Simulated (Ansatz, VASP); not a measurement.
## One calculation of K, two programs

```
K
1.0
     0.00000    3.29671    3.29671
     3.29671    0.00000    3.29671
     3.29671    3.29671    0.00000
K
1
Cartesian
  0.0000 0.0000 0.0000
```

Alike in both runs: task single point; functional r2SCAN; k mesh 12 × 12 × 12; occupations gaussian, width 0.05 eV; no spin polarisation.

|  | VASP | Ansatz |
| --- | --- | --- |
| version | VASP 6.6.1 | Ansatz 0.2.0 |
| potentials or method | VASP PAW PBE potentials, release 64 (K_sv), cutoff 520 eV | scalar-relativistic, plane waves, PAW |
| valence electrons in the cell | 9 | 9 |

```csv
,VASP,Ansatz,Ansatz less VASP
pressure (GPa),0.2,0.3,+0.02
```

VASP's potentials were made for PBE, not for r2SCAN.
